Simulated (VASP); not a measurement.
# CsEu3 (Fm-3m) in VASP: single point with PBE

Aim: the single point of CsEu3 with PBE.

All numbers are computed with VASP 6.6.1; they aren't measurements. Logs are shortened: lines on timing, memory, paths and dates and some standing lists are left out, and cuts for length are marked.

## 1. The cell of the first run

It takes space group Fm-3m (No. 225, cubic). Conventional cell: a = 9.724 Å, b = 9.724 Å, c = 9.724 Å, α = 90.00°, β = 90.00°, γ = 90.00°. Within 5.5 Å of Eu (site symmetry m-3m) lie 8 Eu at 4.21 Å and 6 Cs at 4.86 Å. Eu (site symmetry -43m) has 10 Eu at 4.21 to 4.86 Å and 4 Cs at 4.21 Å within 5.5 Å. Cs (site symmetry m-3m) has 14 Eu at 4.21 to 4.86 Å within 5.5 Å.

## 2. Single point, PBE, collinear spin, ferromagnetic start

File INCAR:

```
SYSTEM = CsEu3
ALGO = Normal ; EDIFF = 1E-6
ENCUT = 520 ; GGA = PE
ISIF = 2 ; ISMEAR = -1
ISPIN = 2 ; LASPH = .TRUE.
LCHARG = .FALSE. ; LMAXMIX = 6
LORBIT = 11 ; LREAL = .FALSE.
LWAVE = .FALSE. ; MAGMOM = 7 7 7 0
NBANDS = 42 ; NELM = 150
PREC = Accurate ; SIGMA = 0.05
```

File KPOINTS:

```
k-points
0
G
  5 5 5
  0 0 0
```

File POSCAR:

```
CsEu3
1.0
    0.0000000000      4.8620563713      4.8620563713
    4.8620563713      0.0000000000      4.8620563713
    4.8620563713      4.8620563713      0.0000000000
Eu Cs
3 1
Direct
    0.5000000000      0.5000000000      0.5000000000
    0.7500000000      0.7500000000      0.7500000000
    0.2500000000      0.2500000000      0.2500000000
    0.0000000000      0.0000000000      0.0000000000
```

Potentials or basis: VASP PAW PBE potentials, release 64 (Eu, Cs_sv).

Started as:

```bash
$ cat potpaw_PBE.64/Eu/POTCAR potpaw_PBE.64/Cs_sv/POTCAR > POTCAR
$ mpirun -np 1 vasp_std > vasp.out
```

OUTCAR:

```text
SYSTEM = CsEu3
   EDIFF = 1E-6
   ENCUT = 520
   GGA = PE
   ISIF = 2
   ISMEAR = -1
   ISPIN = 2
   LASPH = .TRUE.
   LORBIT = 11
   LREAL = .FALSE.
   NELM = 150
   PREC = Accurate

 ion  position               nearest neighbor table
   1  0.500  0.500  0.500-
   2  0.750  0.750  0.750-
   3  0.250  0.250  0.250-
   4  0.000  0.000  0.000-

  LATTYP: Found a face centered cubic cell.
 ALAT       =     9.7241127426

  Lattice vectors:

 A1 = (   0.0000000000,   4.8620563713,   4.8620563713)
 A2 = (   4.8620563713,   0.0000000000,   4.8620563713)
 A3 = (   4.8620563713,   4.8620563713,   0.0000000000)

Analysis of symmetry for initial positions (statically):
=====================================================================
 Subroutine PRICEL returns:
 Original cell was already a primitive cell.

 Routine SETGRP: Setting up the symmetry group for a
 face centered cubic supercell.

 Subroutine GETGRP returns: Found 48 space group operations
 (whereof 48 operations were pure point group operations)
 out of a pool of 48 trial point group operations.

The static configuration has the point symmetry O_h .

Analysis of symmetry for dynamics (positions and initial velocities):
=====================================================================
 Subroutine PRICEL returns:
 Original cell was already a primitive cell.

 Routine SETGRP: Setting up the symmetry group for a
 face centered cubic supercell.

 Subroutine GETGRP returns: Found 48 space group operations
 (whereof 48 operations were pure point group operations)
 out of a pool of 48 trial point group operations.

The dynamic configuration has the point symmetry O_h .

Analysis of structural, dynamic, and magnetic symmetry:
=====================================================================
 Subroutine PRICEL returns:
 Original cell was already a primitive cell.

 Routine SETGRP: Setting up the symmetry group for a
 face centered cubic supercell.

 Subroutine GETGRP returns: Found 48 space group operations
 (whereof 48 operations were pure point group operations)
 out of a pool of 48 trial point group operations.

The overall configuration has the point symmetry O_h .

 Subroutine INISYM returns: Found 48 space group operations
 (whereof 48 operations are pure point group operations),
 and found     1 'primitive' translations

----------------------------------------------------------------------------------------

                                     Primitive cell

  volume of cell :     229.8741

  direct lattice vectors                    reciprocal lattice vectors
     0.000000000  4.862056371  4.862056371    -0.102837146  0.102837146  0.102837146
     4.862056371  0.000000000  4.862056371     0.102837146 -0.102837146  0.102837146
     4.862056371  4.862056371  0.000000000     0.102837146  0.102837146 -0.102837146

  length of vectors
     6.875986061  6.875986061  6.875986061     0.178119161  0.178119161  0.178119161

  position of ions in fractional coordinates (direct lattice)
     0.500000000  0.500000000  0.500000000
     0.750000000  0.750000000  0.750000000
     0.250000000  0.250000000  0.250000000
     0.000000000  0.000000000  0.000000000

  ion indices of the primitive-cell ions
   primitive index   ion index
                 1           1
                 2           2
                 3           3
                 4           4

----------------------------------------------------------------------------------------

 KPOINTS: k-points

Automatic generation of k-mesh.
 Grid dimensions read from file:
 generate k-points for:    5    5    5

 Generating k-lattice:

  Cartesian coordinates                     Fractional coordinates (reciprocal lattice)
    -0.020567429  0.020567429  0.020567429     0.200000000  0.000000000  0.000000000
     0.020567429 -0.020567429  0.020567429     0.000000000  0.200000000  0.000000000
     0.020567429  0.020567429 -0.020567429     0.000000000  0.000000000  0.200000000

  Length of vectors
     0.035623832  0.035623832  0.035623832

  Shift w.r.t. Gamma in fractional coordinates (k-lattice)
     0.000000000  0.000000000  0.000000000

 Subroutine IBZKPT returns following result:
 ===========================================

 Found     10 irreducible k-points:

 Following reciprocal coordinates:
            Coordinates               Weight
  0.000000  0.000000  0.000000      1.000000
  0.200000  0.000000  0.000000      8.000000
  0.400000  0.000000  0.000000      8.000000
  0.200000  0.200000  0.000000      6.000000
  0.400000  0.200000  0.000000     24.000000
 -0.400000  0.200000  0.000000     24.000000
 -0.200000  0.200000  0.000000     12.000000
  0.400000  0.400000  0.000000      6.000000
 -0.400000  0.400000  0.000000     12.000000
 -0.400000  0.400000  0.200000     24.000000
   k-points           NKPTS =     10   k-points in BZ     NKDIM =     10   number of bands    NBANDS=     42
   number of dos      NEDOS =    301   number of ions     NIONS =      4
   total plane-waves  NPLWV = 157464
   dimension x,y,z NGX =    54 NGY =   54 NGZ =   54
   dimension x,y,z NGXF=   108 NGYF=  108 NGZF=  108
   ions per type =               3   1
   NGX,Y,Z   is equivalent  to a cutoff of  13.06, 13.06, 13.06 a.u.
   NGXF,Y,Z  is equivalent  to a cutoff of  26.11, 26.11, 26.11 a.u.
 SYSTEM =  CsEu3
   PREC   = accura    normal or accurate (medium, high low for compatibility)
   ISTART =      0    job   : 0-new  1-cont  2-samecut
   ICHARG =      2    charge: 1-file 2-atom 10-const
   ISPIN  =      2    spin polarized calculation?
   LNONCOLLINEAR =      F non collinear calculations
   LSORBIT =      F    spin-orbit coupling
   LASPH  =      T    aspherical Exc in radial PAW
   ENCUT  =  520.0 eV  38.22 Ry    6.18 a.u.  12.78 12.78 12.78*2*pi/ulx,y,z
   NELM   =    150;   NELMIN=  2; NELMDL= -5     # of ELM steps
   EDIFF  = 0.1E-05   stopping-criterion for ELM
   LREAL  =      F    real-space projection
   EDIFFG = 0.1E-04   stopping-criterion for IOM
   NSW    =      0    number of steps for IOM
   IBRION =     -1    ionic relax: 0-MD 1-quasi-New 2-CG
   NFREE  =      0    steps in history (QN), initial steepest desc. (CG)
   ISIF   =      2    stress and relaxation
   ISYM   =      2    0-nonsym 1-usesym 2-fastsym
   POTIM  = 0.5000    time-step for ionic-motion
   TEBEG  =    0.0;   TEEND  =   0.0 temperature during run
   PSTRESS=    0.0 pullay stress
   NELECT =      60.0000    total number of electrons
   NUPDOWN=      -1.0000    fix difference up-down
   EMIN   =  10.00;   EMAX   =-10.00  energy-range for DOS
   EFERMI =   0.00;   METHOD = LEGACY
   ISMEAR =    -1;   SIGMA  =   0.05  broadening in eV -4-tet -1-fermi 0-gaus
   EFERMI_NEDOS =   21; number of points for ismear=-14 and -15
   IALGO  =     38    algorithm
   IMIX   =      4    mixing-type and parameters
     AMIX     =   0.40;   BMIX     =  1.00
     AMIX_MAG =   1.60;   BMIX_MAG =  1.00
  volume/ion in A,a.u.               =      57.47       387.82
  Fermi-wavevector in a.u.,A,eV,Ry     =   1.046233  1.977095 14.892997  1.094604
  Thomas-Fermi vector in A             =   2.181063
   LORBIT       =     11    0 simple, 1 ext, 2 COOP (PROOUT), +10 PAW based schemes
   GGA     = PE    functional components
   LHFCALC =     F    Hartree Fock is set to
   AEXX    =    0.0000 exact exchange contribution
   IVDW    =     0    specifies the selected vdW correction
   LEPSILON=     F    determine dielectric tensor
   LRPA    =     F    only Hartree local field effects (RPA)
 spin polarized calculation
  energy-cutoff  :      520.00
  volume of cell :      229.87
 maximum number of plane-waves:      6212
 NGX is ok and might be reduce to    54
   NGX = 25   NGY = 25   NGZ = 25

 number of electron      60.0000006 magnetization      22.6395976

 Free energy of the ion-electron system (eV)
  ---------------------------------------------------
  ext. energy  EPLUGINS =         0.00000000
  ---------------------------------------------------
  free energy    TOTEN  =       -34.00312014 eV

  energy without entropy =      -33.96415390  energy(sigma->0) =      -33.98363702

 E-fermi :   1.4306     XC(G=0):  -7.6104

 val. band max:        1.4237143702   @ k =   0.4000   0.2000   0.0000
 cond. band min:       1.4527911052   @ k =   0.2000   0.0000   0.0000
 fundamental gap:      0.0290767349
 Fermi energy:         1.4305994140

 spin component 1

 k-point     1 :       0.0000    0.0000    0.0000
  band No.  band energies     occupation
      1     -40.5519      1.00000
      2     -40.5503      1.00000
      3     -40.4672      1.00000
      4     -21.3572      1.00000
      5     -19.3798      1.00000
      6     -19.3798      1.00000
[... 439 lines left out ...]
     41       1.0307      0.99966
     42       1.6327      0.01726
 Fermi energy:         1.4305994140

 spin component 2

 k-point     1 :       0.0000    0.0000    0.0000
  band No.  band energies     occupation
      1     -37.3621      1.00000
      2     -37.3598      1.00000
      3     -37.2845      1.00000
      4     -21.3262      1.00000
      5     -17.0501      1.00000
      6     -17.0501      1.00000
[... 439 lines left out ...]
     41       5.7218      0.00000
     42       5.7646      0.00000

------------------------ aborting loop because EDIFF is reached ----------------------------------------

  FORCE on cell =-STRESS in cart. coord.  units (eV):
  Direction    XX          YY          ZZ          XY          YZ          ZX
  --------------------------------------------------------------------------------------
  -------------------------------------------------------------------------------------
  Total       -1.0337591     -1.0337591     -1.0337591      0.0000000      0.0000000     -0.0000000
  in kB       -7.2050989     -7.2050989     -7.2050989      0.0000000      0.0000000     -0.0000000
  external PRESSURE =      -7.2050989 kB  Pullay stress =       0.0000000 kB

 VOLUME and BASIS-vectors are now :
 -----------------------------------------------------------------------------
  energy-cutoff  :      520.00
  volume of cell :      229.87
      direct lattice vectors                 reciprocal lattice vectors
     0.000000000  4.862056371  4.862056371    -0.102837146  0.102837146  0.102837146
     4.862056371  0.000000000  4.862056371     0.102837146 -0.102837146  0.102837146
     4.862056371  4.862056371  0.000000000     0.102837146  0.102837146 -0.102837146

 POSITION                                       TOTAL-FORCE (eV/Angst)
 -----------------------------------------------------------------------------------
      4.86206      4.86206      4.86206        -0.000000     -0.000000     -0.000000
      7.29308      7.29308      7.29308         0.000000      0.000000      0.000000
      2.43103      2.43103      2.43103        -0.000000     -0.000000     -0.000000
      0.00000      0.00000      0.00000        -0.000000     -0.000000     -0.000000
 -----------------------------------------------------------------------------------
    total drift:                                0.000000      0.000000     -0.000000

  FREE ENERGIE OF THE ION-ELECTRON SYSTEM (eV)
  ---------------------------------------------------
  free  energy   TOTEN  =       -34.0031201410 eV

  energy  without entropy=      -33.9641539049  energy(sigma->0) =      -33.98363702

 total charge

# of ion       s       p       d       f       tot
--------------------------------------------------
    1        2.081   5.725   0.190   6.729  14.726
    2        2.085   5.721   0.181   6.752  14.738
    3        2.085   5.721   0.181   6.752  14.738
    4        1.854   4.645   0.064   0.000   6.563
--------------------------------------------------
tot          8.105  21.812   0.615  20.233  50.764

 magnetization (x)

# of ion       s       p       d       f       tot
--------------------------------------------------
    1       -0.003  -0.103   0.124   6.729   6.747
    2       -0.003  -0.101   0.116   6.751   6.763
    3       -0.003  -0.101   0.116   6.751   6.763
    4        0.012   0.009   0.015   0.000   0.036
--------------------------------------------------
tot          0.003  -0.295   0.370  20.230  20.308
```

Wall time 41 min (1 thread of Oxide Virtual Turin-like, shared host); peak memory 0.56 GiB.

Results:

- Free energy: -34.0031 eV
- Pressure: -0.7 GPa
- Net moment: 22.64 μB per cell
- Site moments: Eu +6.75, +6.76 (each value once); Cs +0.04 μB
- Valence electrons inside the program's atomic spheres: Eu 14.73, 14.74 (each value once); Cs 6.56

Levels at points of the mesh, in eV from the Fermi level:
Spin up:
```tsv
k point	band 39	band 40	band 41	band 42
(0.00, 0.00, 0.00)	-0.40	-0.40	0.12	0.12
```
Spin down:
```csv
k point,band 15,band 16,band 17,band 18,band 19,band 20,band 21,band 22
"(0.00, 0.00, 0.00)",-9.65,-9.65,-2.93,0.20,0.20,0.79,0.79,0.79
```

Caveat: the highest band is partly filled, so the run has too few bands; spin-orbit coupling is left out, which moves the levels of the heavy elements; semilocal functionals describe open f shells poorly, which spoils levels, moments and volumes.
